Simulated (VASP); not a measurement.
Runs of VASP 6.6.1 on Sr. The structure is that of space group P6_3/mmc (No. 194), or close to it. The cells are those of the table. 

```csv
cell,k mesh,gap on the mesh (eV),pressure (GPa)
"a = 4.431, b = 4.431, c = 6.669 Å, angles 90.0, 90.0, 120.0°, 2 atoms",12 × 12 × 8,none,-0.8
"a = 4.369, b = 4.369, c = 6.861 Å, angles 90.0, 90.0, 120.0°, 2 atoms",12 × 12 × 8,none,-0.8
"a = 3.949, b = 3.949, c = 8.398 Å, angles 90.0, 90.0, 120.0°, 2 atoms",15 × 15 × 8,none,0.0
"a = 4.240, b = 4.240, c = 7.283 Å, angles 90.0, 90.0, 120.0°, 2 atoms",12 × 12 × 8,none,-0.8
"a = 4.643, b = 4.643, c = 6.076 Å, angles 90.0, 90.0, 120.0°, 2 atoms",12 × 12 × 8,none,(a)
```

Alike in all rows: task single point; level PBEsol; potentials or basis VASP PAW PBE potentials, release 64 (Sr_sv); no spin polarisation; cutoff (eV) 520; smearing gaussian 0.15 eV.

Q: Estimate the missing entries.

A: (a) -0.6.

Caveats: the PAW data sets were made with another functional, which shifts forces and pressure a little.

A k mesh can miss the band edges, and the runs leave out spin-orbit coupling on Sr.

A gap of «none» marks levels without a gap at the run's occupations.
